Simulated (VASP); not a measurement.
# BeZn3Se4 (Pmm2) in VASP: single point with r2SCAN

Aim: the single point of BeZn3Se4 with r2SCAN.

All numbers are computed with VASP 6.6.1; they aren't measurements. Logs are shortened: lines on timing, memory, paths and dates and some standing lists are left out, and cuts for length are marked.

### 1 The cell of the first run

Symmetry: Pmm2, No. 25, orthorhombic system. Conventional cell: a = 3.945 Å, b = 7.905 Å, c = 5.609 Å, α = 90.00°, β = 90.00°, γ = 90.00°. Be (site symmetry mm2) has 4 Se at 2.25 to 2.32 Å within 3.0 Å. Within 3.3 Å of Zn (site symmetry m) lie 4 Se at 2.46 to 2.47 Å. Zn (site symmetry mm2) has 4 Se at 2.46 to 2.49 Å within 3.2 Å. Se (site symmetry m) has 1 Be at 2.25 Å and 3 Zn at 2.47 to 2.49 Å within 3.0 Å. Se (site symmetry mm2) has 2 Be at 2.32 Å and 2 Zn at 2.47 Å within 3.1 Å. Within 3.2 Å of Se (site symmetry mm2) lie 4 Zn at 2.46 Å.

### 2 Single point, r2SCAN

POSCAR reads:

```
BeZn3Se4
1.0
    3.9447850000      0.0000000000      0.0000000000
    0.0000000000      7.9054789000      0.0000000000
    0.0000000000      0.0000000000      5.6089789000
Be Zn Se
1 3 4
Direct
    0.5000000000      0.0000000000      0.5047950000
    0.0000000000      0.7624020000      0.0003780000
    0.0000000000      0.2375980000      0.0003780000
    0.5000000000      0.5000000000      0.4982920000
    0.5000000000      0.7667240000      0.7358410000
    0.0000000000      0.0000000000      0.2872140000
    0.5000000000      0.2332760000      0.7358410000
    0.0000000000      0.5000000000      0.2372610000
```

INCAR.step1 reads:

```
SYSTEM = BeZn3Se4
PREC = Accurate
ENCUT = 520
ISMEAR = 0
SIGMA = 0.02
LREAL = .False.
LASPH = .True.
NELM = 100
NBANDS = 41
GGA = PE
ALGO = Normal
EDIFF = 1E-4
LWAVE = .True.
LCHARG = .False.
```

INCAR.step2 reads:

```
SYSTEM = BeZn3Se4
PREC = Accurate
ENCUT = 520
EDIFF = 1E-6
ISMEAR = 0
SIGMA = 0.02
LREAL = .False.
LASPH = .True.
NELM = 100
ALGO = Normal
ISIF = 2
LWAVE = .False.
LCHARG = .False.
METAGGA = R2SCAN
LMIXTAU = .True.
NBANDS = 41
ISTART = 1
```

KPOINTS reads:

```
regular mesh
0
Gamma
  8 4 6
  0 0 0
```

Potentials or basis: VASP PAW PBE potentials, release 64 (Be, Zn, Se).

Started as:

```
cat potpaw_PBE.64/Be/POTCAR potpaw_PBE.64/Zn/POTCAR potpaw_PBE.64/Se/POTCAR > POTCAR
cp INCAR.step1 INCAR
mpirun -np 1 vasp_std > vasp.out
cp INCAR.step2 INCAR
mpirun -np 1 vasp_std > vasp.out
```

OUTCAR:

```text
SYSTEM = BeZn3Se4
   PREC = Accurate
   ENCUT = 520
   EDIFF = 1E-6
   ISMEAR = 0
   LREAL = .False.
   LASPH = .True.
   NELM = 100
   ISIF = 2
   METAGGA = R2SCAN
   ISTART = 1

 ion  position               nearest neighbor table
   1  0.500  0.000  0.505-   7 2.25   5 2.25   6 2.32   6 2.32
   2  0.000  0.762  0.000-   8 2.46   5 2.47   5 2.47   6 2.47
   3  0.000  0.238  0.000-   8 2.46   7 2.47   7 2.47   6 2.47
   4  0.500  0.500  0.498-   8 2.46   8 2.46   5 2.49   7 2.49
   5  0.500  0.767  0.736-   1 2.25   2 2.47   2 2.47   4 2.49
   6  0.000  0.000  0.287-   1 2.32   1 2.32   3 2.47   2 2.47
   7  0.500  0.233  0.736-   1 2.25   3 2.47   3 2.47   4 2.49
   8  0.000  0.500  0.237-   4 2.46   4 2.46   2 2.46   3 2.46

  LATTYP: Found a simple orthorhombic cell.
 ALAT       =     3.9447850000
 B/A-ratio  =     1.4218718891
 C/A-ratio  =     2.0040328941

  Lattice vectors:

 A1 = (  -3.9447850000,   0.0000000000,   0.0000000000)
 A2 = (   0.0000000000,   0.0000000000,   5.6089789000)
 A3 = (   0.0000000000,   7.9054789000,   0.0000000000)

Analysis of symmetry for initial positions (statically):
=====================================================================
 Subroutine PRICEL returns:
 Original cell was already a primitive cell.

 Routine SETGRP: Setting up the symmetry group for a
 simple orthorhombic supercell.

 Subroutine GETGRP returns: Found  4 space group operations
 (whereof  4 operations were pure point group operations)
 out of a pool of  8 trial point group operations.

The static configuration has the point symmetry C_2v.

Analysis of symmetry for dynamics (positions and initial velocities):
=====================================================================
 Subroutine PRICEL returns:
 Original cell was already a primitive cell.

 Routine SETGRP: Setting up the symmetry group for a
 simple orthorhombic supercell.

 Subroutine GETGRP returns: Found  4 space group operations
 (whereof  4 operations were pure point group operations)
 out of a pool of  8 trial point group operations.

The dynamic configuration has the point symmetry C_2v.

 Subroutine INISYM returns: Found  4 space group operations
 (whereof  4 operations are pure point group operations),
 and found     1 'primitive' translations

----------------------------------------------------------------------------------------

                                     Primitive cell

  volume of cell :     174.9183

  direct lattice vectors                    reciprocal lattice vectors
     3.944785000  0.000000000  0.000000000     0.253499240  0.000000000  0.000000000
     0.000000000  7.905478900  0.000000000     0.000000000  0.126494551  0.000000000
     0.000000000  0.000000000  5.608978900     0.000000000  0.000000000  0.178285570

  length of vectors
     3.944785000  7.905478900  5.608978900     0.253499240  0.126494551  0.178285570

  position of ions in fractional coordinates (direct lattice)
     0.500000000  0.000000000  0.504795000
     0.000000000  0.762402000  0.000378000
     0.000000000  0.237598000  0.000378000
     0.500000000  0.500000000  0.498292000
     0.500000000  0.766724000  0.735841000
     0.000000000  0.000000000  0.287214000
     0.500000000  0.233276000  0.735841000
     0.000000000  0.500000000  0.237261000

  ion indices of the primitive-cell ions
   primitive index   ion index
                 1           1
                 2           2
                 3           3
                 4           4
                 5           5
                 6           6
                 7           7
                 8           8

----------------------------------------------------------------------------------------

 KPOINTS: regular mesh

Automatic generation of k-mesh.
 Grid dimensions read from file:
 generate k-points for:    8    4    6

 Generating k-lattice:

  Cartesian coordinates                     Fractional coordinates (reciprocal lattice)
     0.031687405  0.000000000  0.000000000     0.125000000  0.000000000  0.000000000
     0.000000000  0.031623638  0.000000000     0.000000000  0.250000000  0.000000000
     0.000000000  0.000000000  0.029714262     0.000000000  0.000000000  0.166666667

  Length of vectors
     0.031687405  0.031623638  0.029714262

  Shift w.r.t. Gamma in fractional coordinates (k-lattice)
     0.000000000  0.000000000  0.000000000

 Subroutine IBZKPT returns following result:
 ===========================================

 Found     60 irreducible k-points:

 Following reciprocal coordinates:
            Coordinates               Weight
  0.000000  0.000000  0.000000      1.000000
  0.125000  0.000000  0.000000      2.000000
  0.250000  0.000000  0.000000      2.000000
  0.375000  0.000000  0.000000      2.000000
  0.500000  0.000000  0.000000      1.000000
  0.000000  0.250000  0.000000      2.000000
[... 16 lines left out ...]
  0.250000  0.250000  0.166667      8.000000
  0.375000  0.250000  0.166667      8.000000
 [... further k-points ...]
   k-points           NKPTS =     60   k-points in BZ     NKDIM =     60   number of bands    NBANDS=     41
   number of dos      NEDOS =    301   number of ions     NIONS =      8
   total plane-waves  NPLWV =  75600
   dimension x,y,z NGX =    30 NGY =   60 NGZ =   42
   dimension x,y,z NGXF=    60 NGYF=  120 NGZF=   84
   ions per type =               1   3   4
   NGX,Y,Z   is equivalent  to a cutoff of  12.64, 12.62, 12.45 a.u.
   NGXF,Y,Z  is equivalent  to a cutoff of  25.29, 25.24, 24.90 a.u.
 SYSTEM =  BeZn3Se4
   PREC   = accura    normal or accurate (medium, high low for compatibility)
   ISTART =      1    job   : 0-new  1-cont  2-samecut
   ICHARG =      0    charge: 1-file 2-atom 10-const
   ISPIN  =      1    spin polarized calculation?
   LNONCOLLINEAR =      F non collinear calculations
   LSORBIT =      F    spin-orbit coupling
   LASPH  =      T    aspherical Exc in radial PAW
   ENCUT  =  520.0 eV  38.22 Ry    6.18 a.u.   7.33 14.70 10.43*2*pi/ulx,y,z
   NELM   =    100;   NELMIN=  2; NELMDL=  0     # of ELM steps
   EDIFF  = 0.1E-05   stopping-criterion for ELM
   LREAL  =      F    real-space projection
[... 7 lines left out ...]
   TEBEG  =    0.0;   TEEND  =   0.0 temperature during run
   PSTRESS=    0.0 pullay stress
   NELECT =      62.0000    total number of electrons
   NUPDOWN=      -1.0000    fix difference up-down
   EMIN   =  10.00;   EMAX   =-10.00  energy-range for DOS
   EFERMI =   0.00;   METHOD = LEGACY
   ISMEAR =     0;   SIGMA  =   0.02  broadening in eV -4-tet -1-fermi 0-gaus
   EFERMI_NEDOS =   21; number of points for ismear=-14 and -15
   IALGO  =     38    algorithm
   IMIX   =      4    mixing-type and parameters
     AMIX     =   0.40;   BMIX     =  1.00
     AMIX_MAG =   1.60;   BMIX_MAG =  1.00
  volume/ion in A,a.u.               =      21.86       147.55
  Fermi-wavevector in a.u.,A,eV,Ry     =   1.158582  2.189403 18.263282  1.342313
  Thomas-Fermi vector in A             =   2.295183
   LORBIT       =      0    0 simple, 1 ext, 2 COOP (PROOUT), +10 PAW based schemes
   METAGGA = R2SCAN    functional components
   LHFCALC =     F    Hartree Fock is set to
   AEXX    =    0.0000 exact exchange contribution
   IVDW    =     0    specifies the selected vdW correction
   LEPSILON=     F    determine dielectric tensor
   LRPA    =     F    only Hartree local field effects (RPA)
 non-spin polarized calculation
 Gauss-broadening in eV      SIGMA  =   0.02
  energy-cutoff  :      520.00
  volume of cell :      174.92
 maximum number of plane-waves:      4735
 NGX is ok and might be reduce to    30
   NGX = 15   NGY = 29   NGZ = 21

 number of electron      62.0000030 magnetization

 Free energy of the ion-electron system (eV)
  ---------------------------------------------------
  ext. energy  EPLUGINS =         0.00000000
  ---------------------------------------------------
  free energy    TOTEN  =       -95.10235570 eV

  energy without entropy =      -95.10235570  energy(sigma->0) =      -95.10235570

 E-fermi :   1.6227     XC(G=0):  -9.8005

 val. band max:        1.5157323888   @ k =   0.0000   0.0000   0.0000
 cond. band min:       3.7439289376   @ k =   0.0000   0.0000   0.0000
 fundamental gap:      2.2281965489
 Fermi energy:         1.6226785058

 k-point     1 :       0.0000    0.0000    0.0000
  band No.  band energies     occupation
      1     -12.2277      2.00000
      2     -11.3451      2.00000
      3     -11.3432      2.00000
      4     -10.9939      2.00000
      5      -5.1018      2.00000
      6      -5.0992      2.00000
[... 33 lines left out ...]
     40       8.1454      0.00000
     41       8.7259      0.00000

 k-point     2 :       0.1250    0.0000    0.0000
  band No.  band energies     occupation
      1     -12.1525      2.00000
      2     -11.3004      2.00000
      3     -11.3001      2.00000
      4     -10.9950      2.00000
      5      -5.1005      2.00000
      6      -5.0845      2.00000
[... 33 lines left out ...]
     40       7.7259      0.00000
     41       8.2254      0.00000

 k-point     3 :       0.2500    0.0000    0.0000
  band No.  band energies     occupation
      1     -11.9433      2.00000
      2     -11.1938      2.00000
      3     -11.1883      2.00000
      4     -11.0192      2.00000
      5      -5.0887      2.00000
      6      -5.0573      2.00000
[... 33 lines left out ...]
     40       8.0924      0.00000
     41       8.5163      0.00000

 k-point     4 :       0.3750    0.0000    0.0000
  band No.  band energies     occupation
      1     -11.6512      2.00000
      2     -11.1494      2.00000
      3     -11.0693      2.00000
      4     -11.0525      2.00000
      5      -5.0635      2.00000
      6      -5.0348      2.00000
[... 825 lines left out ...]
     40       8.2634      0.00000
     41       8.4553      0.00000

 k-point    23 :       0.2500    0.2500    0.1667
  band No.  band energies     occupation
      1     -11.8286      2.00000
      2     -11.3933      2.00000
      3     -11.0906      2.00000
      4     -11.0457      2.00000
      5      -5.0846      2.00000
      6      -5.0759      2.00000
[... 33 lines left out ...]
     40       8.5676      0.00000
     41       8.8395      0.00000

 k-point    24 :       0.3750    0.2500    0.1667
  band No.  band energies     occupation
      1     -11.5635      2.00000
      2     -11.2186      2.00000
      3     -11.1232      2.00000
      4     -11.0204      2.00000
      5      -5.0687      2.00000
      6      -5.0413      2.00000
[... 33 lines left out ...]
     40       8.9642      0.00000
     41       9.2466      0.00000

 [... further k-points ...]

------------------------ aborting loop because EDIFF is reached ----------------------------------------

  FORCE on cell =-STRESS in cart. coord.  units (eV):
  Direction    XX          YY          ZZ          XY          YZ          ZX
  --------------------------------------------------------------------------------------
  -------------------------------------------------------------------------------------
  Total       -1.9505832     -1.9305959     -1.9843781      0.0000000      0.0000000      0.0000000
  in kB      -17.8665099    -17.6834350    -18.1760570      0.0000000      0.0000000      0.0000000
  external PRESSURE =     -17.9086673 kB  Pullay stress =       0.0000000 kB

 VOLUME and BASIS-vectors are now :
 -----------------------------------------------------------------------------
  energy-cutoff  :      520.00
  volume of cell :      174.92
      direct lattice vectors                 reciprocal lattice vectors
     3.944785000  0.000000000  0.000000000     0.253499240  0.000000000  0.000000000
     0.000000000  7.905478900  0.000000000     0.000000000  0.126494551  0.000000000
     0.000000000  0.000000000  5.608978900     0.000000000  0.000000000  0.178285570

 POSITION                                       TOTAL-FORCE (eV/Angst)
 -----------------------------------------------------------------------------------
      1.97239      0.00000      2.83138        -0.000000      0.000000      0.009445
      0.00000      6.02715      0.00212        -0.000000     -0.008865      0.005092
      0.00000      1.87833      0.00212        -0.000000      0.008865      0.005092
      1.97239      3.95274      2.79491        -0.000000      0.000000     -0.030383
      1.97239      6.06132      4.12732         0.000000     -0.102828      0.084033
      0.00000      0.00000      1.61098        -0.000000      0.000000     -0.176150
      1.97239      1.84416      4.12732         0.000000      0.102828      0.084033
      0.00000      3.95274      1.33079        -0.000000      0.000000      0.018838
 -----------------------------------------------------------------------------------
    total drift:                                0.000000      0.000000     -0.018157

  FREE ENERGIE OF THE ION-ELECTRON SYSTEM (eV)
  ---------------------------------------------------
  free  energy   TOTEN  =       -95.1023557038 eV

  energy  without entropy=      -95.1023557038  energy(sigma->0) =      -95.10235570
```

It took 12 min on 1 thread of AMD EPYC 9R45 (Zen 5), shared host; peak memory 0.5 GiB.

What came out:

| Item | Value |
| --- | --- |
| Free energy | -95.1024 eV |
| Pressure | -1.8 GPa |
| Largest force | 0.176 eV/Å |
| Band gap on the k mesh | 2.23 eV |

Forces in eV/Å, atoms in the order of the input:
```
Be   0.000  0.000  0.009
Zn   0.000 -0.009  0.005
Zn   0.000  0.009  0.005
Zn   0.000  0.000 -0.030
Se   0.000 -0.103  0.084
Se   0.000  0.000 -0.176
Se   0.000  0.103  0.084
Se   0.000  0.000  0.019
```

Caveat: the PAW data sets were made with another functional, which shifts forces and pressure a little.
